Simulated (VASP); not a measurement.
# ZnS (F-43m) in VASP: a series of runs

Runs on ZnS. Level: PBE. Tasks: electric field gradients.

Everything below comes from runs of VASP 6.6.1. Logs are shortened: lines on timing, memory, paths and dates and some standing lists are left out, and cuts for length are marked.

**What was measured.**

“Electronic, vibrational, and thermodynamic properties of ZnS (zincblende and rocksalt structure)”, 2009, arxiv:0911.5022 quotes, for a bulk crystal of ZnS at 19 K: band gap 3.85 eV (direct).

The results are compared with them further down.

## (1) The cell of the first run

The structure is cubic, space group F-43m (No. 216). Conventional cell: a = 5.409 Å, b = 5.409 Å, c = 5.409 Å, α = 90.00°, β = 90.00°, γ = 90.00°. Within 3.1 Å of Zn (site symmetry -43m) lie 4 S at 2.34 Å. Within 3.1 Å of S (site symmetry -43m) lie 4 Zn at 2.34 Å.

## (2) Electric field gradients, PBE

Input file INCAR:

```
SYSTEM = ZnS
  PREC = Accurate
  ENCUT = 520
  EDIFF = 1E-8
  ISMEAR = -1
  SIGMA = 0.01
  LREAL = .False.
  LASPH = .True.
  NELM = 60
  ALGO = Normal
  ISIF = 2
  LWAVE = .False.
  LCHARG = .False.
  GGA = PE
  LEFG = .True.
  NBANDS = 16
```

Input file KPOINTS:

```
Automatic mesh
0
Gamma
  8 8 8
  0 0 0
```

Input file POSCAR:

```
ZnS
1.0
    0.0000000000      2.7046500000      2.7046500000
    2.7046500000      0.0000000000      2.7046500000
    2.7046500000      2.7046500000      0.0000000000
Zn S
1 1
Direct
    0.0000000000      0.0000000000      0.0000000000
    0.7500000000      0.7500000000      0.7500000000
```

Potentials or basis: VASP PAW PBE potentials, release 64 (Zn, S).

Started as:

```sh
$ cat potpaw_PBE.64/Zn/POTCAR potpaw_PBE.64/S/POTCAR > POTCAR
$ mpirun -np 1 vasp_std > vasp.out
```

OUTCAR:

```text
SYSTEM = ZnS
   PREC = Accurate
   ENCUT = 520
   EDIFF = 1E-8
   ISMEAR = -1
   LREAL = .False.
   LASPH = .True.
   NELM = 60
   ISIF = 2
   GGA = PE

 ion  position               nearest neighbor table
   1  0.000  0.000  0.000-   2 2.34   2 2.34   2 2.34   2 2.34
   2  0.750  0.750  0.750-   1 2.34   1 2.34   1 2.34   1 2.34

  LATTYP: Found a face centered cubic cell.
 ALAT       =     5.4093000000

  Lattice vectors:

 A1 = (   0.0000000000,   2.7046500000,   2.7046500000)
 A2 = (   2.7046500000,   0.0000000000,   2.7046500000)
 A3 = (   2.7046500000,   2.7046500000,   0.0000000000)

Analysis of symmetry for initial positions (statically):
=====================================================================
 Subroutine PRICEL returns:
 Original cell was already a primitive cell.

 Routine SETGRP: Setting up the symmetry group for a
 face centered cubic supercell.

 Subroutine GETGRP returns: Found 24 space group operations
 (whereof 24 operations were pure point group operations)
 out of a pool of 48 trial point group operations.

The static configuration has the point symmetry T_d .

Analysis of symmetry for dynamics (positions and initial velocities):
=====================================================================
 Subroutine PRICEL returns:
 Original cell was already a primitive cell.

 Routine SETGRP: Setting up the symmetry group for a
 face centered cubic supercell.

 Subroutine GETGRP returns: Found 24 space group operations
 (whereof 24 operations were pure point group operations)
 out of a pool of 48 trial point group operations.

The dynamic configuration has the point symmetry T_d .

 Subroutine INISYM returns: Found 24 space group operations
 (whereof 24 operations are pure point group operations),
 and found     1 'primitive' translations

----------------------------------------------------------------------------------------

                                     Primitive cell

  volume of cell :      39.5697

  direct lattice vectors                    reciprocal lattice vectors
     0.000000000  2.704650000  2.704650000    -0.184866803  0.184866803  0.184866803
     2.704650000  0.000000000  2.704650000     0.184866803 -0.184866803  0.184866803
     2.704650000  2.704650000  0.000000000     0.184866803  0.184866803 -0.184866803

  length of vectors
     3.824952711  3.824952711  3.824952711     0.320198696  0.320198696  0.320198696

  position of ions in fractional coordinates (direct lattice)
     0.000000000  0.000000000  0.000000000
     0.750000000  0.750000000  0.750000000

  ion indices of the primitive-cell ions
   primitive index   ion index
                 1           1
                 2           2

----------------------------------------------------------------------------------------

 KPOINTS: Automatic mesh

Automatic generation of k-mesh.
 Grid dimensions read from file:
 generate k-points for:    8    8    8

 Generating k-lattice:

  Cartesian coordinates                     Fractional coordinates (reciprocal lattice)
    -0.023108350  0.023108350  0.023108350     0.125000000  0.000000000  0.000000000
     0.023108350 -0.023108350  0.023108350     0.000000000  0.125000000  0.000000000
     0.023108350  0.023108350 -0.023108350     0.000000000  0.000000000  0.125000000

  Length of vectors
     0.040024837  0.040024837  0.040024837

  Shift w.r.t. Gamma in fractional coordinates (k-lattice)
     0.000000000  0.000000000  0.000000000

 Subroutine IBZKPT returns following result:
 ===========================================

 Found     29 irreducible k-points:

 Following reciprocal coordinates:
            Coordinates               Weight
  0.000000  0.000000  0.000000      1.000000
  0.125000  0.000000  0.000000      8.000000
  0.250000  0.000000  0.000000      8.000000
  0.375000  0.000000  0.000000      8.000000
  0.500000  0.000000  0.000000      4.000000
  0.125000  0.125000  0.000000      6.000000
[... 16 lines left out ...]
  0.500000  0.250000  0.125000     48.000000
 -0.375000  0.250000  0.125000     24.000000
 [... further k-points ...]
   k-points           NKPTS =     29   k-points in BZ     NKDIM =     29   number of bands    NBANDS=     16
   number of dos      NEDOS =    301   number of ions     NIONS =      2
   total plane-waves  NPLWV =  21952
   dimension x,y,z NGX =    28 NGY =   28 NGZ =   28
   dimension x,y,z NGXF=    56 NGYF=   56 NGZF=   56
   ions per type =               1   1
   NGX,Y,Z   is equivalent  to a cutoff of  12.17, 12.17, 12.17 a.u.
   NGXF,Y,Z  is equivalent  to a cutoff of  24.34, 24.34, 24.34 a.u.
 SYSTEM =  ZnS
   PREC   = accura    normal or accurate (medium, high low for compatibility)
   ISTART =      0    job   : 0-new  1-cont  2-samecut
   ICHARG =      2    charge: 1-file 2-atom 10-const
   ISPIN  =      1    spin polarized calculation?
   LNONCOLLINEAR =      F non collinear calculations
   LSORBIT =      F    spin-orbit coupling
   LASPH  =      T    aspherical Exc in radial PAW
   ENCUT  =  520.0 eV  38.22 Ry    6.18 a.u.   7.11  7.11  7.11*2*pi/ulx,y,z
   NELM   =     60;   NELMIN=  2; NELMDL= -5     # of ELM steps
   EDIFF  = 0.1E-07   stopping-criterion for ELM
   LREAL  =      F    real-space projection
   EDIFFG = 0.1E-06   stopping-criterion for IOM
   NSW    =      0    number of steps for IOM
   IBRION =     -1    ionic relax: 0-MD 1-quasi-New 2-CG
   NFREE  =      0    steps in history (QN), initial steepest desc. (CG)
   ISIF   =      2    stress and relaxation
   ISYM   =      2    0-nonsym 1-usesym 2-fastsym
   POTIM  = 0.5000    time-step for ionic-motion
   TEBEG  =    0.0;   TEEND  =   0.0 temperature during run
   PSTRESS=    0.0 pullay stress
   NELECT =      18.0000    total number of electrons
   NUPDOWN=      -1.0000    fix difference up-down
   EMIN   =  10.00;   EMAX   =-10.00  energy-range for DOS
   EFERMI =   0.00;   METHOD = LEGACY
   ISMEAR =    -1;   SIGMA  =   0.01  broadening in eV -4-tet -1-fermi 0-gaus
   EFERMI_NEDOS =   21; number of points for ismear=-14 and -15
   IALGO  =     38    algorithm
   IMIX   =      4    mixing-type and parameters
     AMIX     =   0.40;   BMIX     =  1.00
     AMIX_MAG =   1.60;   BMIX_MAG =  1.00
  volume/ion in A,a.u.               =      19.78       133.51
  Fermi-wavevector in a.u.,A,eV,Ry     =   1.259055  2.379268 21.568210  1.585219
  Thomas-Fermi vector in A             =   2.392634
   LORBIT       =      0    0 simple, 1 ext, 2 COOP (PROOUT), +10 PAW based schemes
   GGA     = PE    functional components
   LHFCALC =     F    Hartree Fock is set to
   AEXX    =    0.0000 exact exchange contribution
   IVDW    =     0    specifies the selected vdW correction
   LEPSILON=     F    determine dielectric tensor
   LRPA    =     F    only Hartree local field effects (RPA)
 non-spin polarized calculation
  energy-cutoff  :      520.00
  volume of cell :       39.57
 maximum number of plane-waves:      1090
   NGX = 15   NGY = 15   NGZ = 15

 number of electron      17.9999998 magnetization

 Free energy of the ion-electron system (eV)
  ---------------------------------------------------
  ext. energy  EPLUGINS =         0.00000000
  ---------------------------------------------------
  free energy    TOTEN  =        -6.84828076 eV

  energy without entropy =       -6.84828076  energy(sigma->0) =       -6.84828076

 E-fermi :   2.2848     XC(G=0):  -9.6161

 val. band max:        2.0793783086   @ k =   0.0000   0.0000   0.0000
 cond. band min:       4.1810605386   @ k =   0.0000   0.0000   0.0000
 fundamental gap:      2.1016822300
 Fermi energy:         2.2848151874

 k-point     1 :       0.0000    0.0000    0.0000
  band No.  band energies     occupation
      1     -11.0404      2.00000
      2      -4.2477      2.00000
      3      -4.2477      2.00000
      4      -4.2477      2.00000
      5      -3.7530      2.00000
      6      -3.7530      2.00000
[... 8 lines left out ...]
     15      13.8389      0.00000
     16      13.9343      0.00000

 k-point     2 :       0.1250    0.0000    0.0000
  band No.  band energies     occupation
      1     -10.9242      2.00000
      2      -4.2463      2.00000
      3      -4.2268      2.00000
      4      -4.2268      2.00000
      5      -3.7546      2.00000
      6      -3.7546      2.00000
[... 8 lines left out ...]
     15      13.2482      0.00000
     16      14.7242      0.00000
[... 387 lines left out ...]
      5      -3.7352      2.00000
      6      -3.6801      2.00000
[... 8 lines left out ...]
     15      15.8303      0.00000
     16      16.3890      0.00000

 k-point    24 :      -0.3750    0.2500    0.1250
  band No.  band energies     occupation
      1      -9.9670      2.00000
      2      -4.1208      2.00000
      3      -4.0641      2.00000
      4      -3.8060      2.00000
      5      -3.7405      2.00000
      6      -3.4849      2.00000
[... 8 lines left out ...]
     15      15.5329      0.00000
     16      16.3265      0.00000

 [... further k-points ...]
[... 5 lines left out ...]
  --------------------------------------------------------------------------------------
  -------------------------------------------------------------------------------------
  Total        0.3803183      0.3803183      0.3803183      0.0000000      0.0000000      0.0000000
  in kB       15.3990718     15.3990718     15.3990718      0.0000000      0.0000000      0.0000000
  external PRESSURE =      15.3990718 kB  Pullay stress =       0.0000000 kB

 VOLUME and BASIS-vectors are now :
 -----------------------------------------------------------------------------
  energy-cutoff  :      520.00
  volume of cell :       39.57
      direct lattice vectors                 reciprocal lattice vectors
     0.000000000  2.704650000  2.704650000    -0.184866803  0.184866803  0.184866803
     2.704650000  0.000000000  2.704650000     0.184866803 -0.184866803  0.184866803
     2.704650000  2.704650000  0.000000000     0.184866803  0.184866803 -0.184866803

 POSITION                                       TOTAL-FORCE (eV/Angst)
 -----------------------------------------------------------------------------------
      0.00000      0.00000      0.00000         0.000000     -0.000000     -0.000000
      4.05697      4.05697      4.05697        -0.000000      0.000000      0.000000
 -----------------------------------------------------------------------------------
    total drift:                               -0.000001     -0.000001     -0.000001

  FREE ENERGIE OF THE ION-ELECTRON SYSTEM (eV)
  ---------------------------------------------------
  free  energy   TOTEN  =        -6.8482807636 eV

  energy  without entropy=       -6.8482807636  energy(sigma->0) =       -6.84828076

 Electric field gradients (V/A^2)
---------------------------------------------------------------------
 ion       V_xx      V_yy      V_zz      V_xy      V_xz      V_yz
---------------------------------------------------------------------
   1       0.000    -0.000     0.000    -0.003    -0.003    -0.003
   2      -0.000    -0.000    -0.000    -0.000    -0.000    -0.000
---------------------------------------------------------------------

 Electric field gradients after diagonalization (V/A^2)
 (convention: |V_zz| > |V_xx| > |V_yy|)
----------------------------------------------------------------------
 ion       V_xx      V_yy      V_zz     asymmetry (V_yy - V_xx)/ V_zz
----------------------------------------------------------------------
   1       0.003     0.003    -0.007       0.000
   2       0.000     0.000    -0.000       0.000
----------------------------------------------------------------------

           NMR quadrupolar parameters

 Cq : quadrupolar parameter    Cq=e*Q*V_zz/h
 eta: asymmetry parameters     (V_yy - V_xx)/ V_zz
 Q  : nuclear electric quadrupole moment in mb (millibarn)
----------------------------------------------------------------------
 ion       Cq(MHz)       eta       Q (mb)
----------------------------------------------------------------------
   1      -0.000       0.000       1.000
   2      -0.000       0.000       1.000
----------------------------------------------------------------------
```

Wall time 18 s (1 thread of AMD EPYC 7R43 (Zen 3), shared host); peak memory 0.13 GiB.

Results:

```yaml
Free_energy: -6.8483 eV
Pressure: 1.5 GPa
Band_gap_on_the_k_mesh: 2.10 eV, direct
```

Levels at points of the mesh, in eV from the valence-band top:
```
           k point  band 6  band 7  band 8  band 9  band 10  band 11  band 12  band 13
(0.00, 0.00, 0.00)   -5.83    0.00    0.00    0.00     2.10     6.40     6.40     6.40
(0.50, 0.00, 0.00)   -5.63   -5.27   -0.86   -0.86     3.30     6.93     6.93     8.87
(0.50, 0.50, 0.00)   -5.62   -4.55   -2.21   -2.21     3.41     4.07    10.96    11.95
```

Caveat: without QUAD_EFG the Cq values of the log hold for a quadrupole moment of 1 mb, not for the nuclei.

## (3) Electric field gradients, PBE (volume scaled by 1.025)

Input file INCAR:

```
PREC = Accurate ; ENCUT = 520
EDIFF = 1E-8 ; ISMEAR = -1
SIGMA = 0.01 ; LREAL = F
LASPH = T ; NELM = 100
ALGO = Normal ; ISIF = 2
LWAVE = F ; LCHARG = F
GGA = PE ; LEFG = T
NBANDS = 16
```

Input file KPOINTS:

```
regular mesh
0
Gamma
  8 8 8
```

Input file POSCAR:

```
ZnS
1.0
    0.0000000000      2.7270034930      2.7270034930
    2.7270034930      0.0000000000      2.7270034930
    2.7270034930      2.7270034930      0.0000000000
Zn S
1 1
Direct
    0.0000000000      0.0000000000      0.0000000000
    0.7500000000      0.7500000000      0.7500000000
```

Potentials or basis: VASP PAW PBE potentials, release 64 (Zn, S).

Started as:

```sh
$ cat potpaw_PBE.64/Zn/POTCAR potpaw_PBE.64/S/POTCAR > POTCAR
$ mpirun -np 1 vasp_std > vasp.out
```

OUTCAR:

```text
PREC = Accurate
   ENCUT = 520
   EDIFF = 1E-8
   ISMEAR = -1
   LREAL = F
   LASPH = T
   NELM = 100
   ISIF = 2
   GGA = PE

 ion  position               nearest neighbor table
   1  0.000  0.000  0.000-   2 2.36   2 2.36   2 2.36   2 2.36
   2  0.750  0.750  0.750-   1 2.36   1 2.36   1 2.36   1 2.36

  LATTYP: Found a face centered cubic cell.
 ALAT       =     5.4540069860

  Lattice vectors:

 A1 = (   0.0000000000,   2.7270034930,   2.7270034930)
 A2 = (   2.7270034930,   0.0000000000,   2.7270034930)
 A3 = (   2.7270034930,   2.7270034930,   0.0000000000)

[... 667 lines left out ...]
  free  energy   TOTEN  =        -6.8523175282 eV

  energy  without entropy=       -6.8523175282  energy(sigma->0) =       -6.85231753

 Electric field gradients (V/A^2)
---------------------------------------------------------------------
 ion       V_xx      V_yy      V_zz      V_xy      V_xz      V_yz
---------------------------------------------------------------------
   1      -0.000    -0.000    -0.000     0.004     0.004     0.004
   2       0.000    -0.000    -0.000    -0.000    -0.000    -0.000
---------------------------------------------------------------------

 Electric field gradients after diagonalization (V/A^2)
 (convention: |V_zz| > |V_xx| > |V_yy|)
----------------------------------------------------------------------
 ion       V_xx      V_yy      V_zz     asymmetry (V_yy - V_xx)/ V_zz
----------------------------------------------------------------------
   1      -0.004    -0.004     0.009       0.000
   2       0.000     0.000    -0.000       0.000
----------------------------------------------------------------------

           NMR quadrupolar parameters

 Cq : quadrupolar parameter    Cq=e*Q*V_zz/h
 eta: asymmetry parameters     (V_yy - V_xx)/ V_zz
 Q  : nuclear electric quadrupole moment in mb (millibarn)
----------------------------------------------------------------------
 ion       Cq(MHz)       eta       Q (mb)
----------------------------------------------------------------------
   1       0.000       0.000       1.000
   2      -0.000       0.000       1.000
----------------------------------------------------------------------
```

Run time: 22 s. Hardware: 1 thread of AMD EPYC 7R43 (Zen 3), shared host; peak memory 0.13 GiB.

What came out:

| Property | Result |
| --- | --- |
| Free energy | -6.8523 eV |
| Pressure | -0.2 GPa |
| Band gap on the k mesh | 1.99 eV, direct |

Levels at points of the mesh, in eV from the valence-band top:
```tsv
k point	band 5	band 6	band 7	band 8	band 9	band 10	band 11	band 12	band 13	band 14
(0.00, 0.00, 0.00)	-5.77	-5.77	0.00	0.00	0.00	1.99	6.41	6.41	6.41	11.72
(0.50, 0.00, 0.00)	-5.74	-5.57	-5.11	-0.83	-0.83	3.26	6.94	6.94	8.77	12.05
(0.50, 0.50, 0.00)	-5.70	-5.56	-4.45	-2.12	-2.12	3.47	4.07	10.79	11.78	11.78
```

Caveat: without QUAD_EFG the Cq values of the log hold for a quadrupole moment of 1 mb, not for the nuclei.

[end of part 1 of 2]
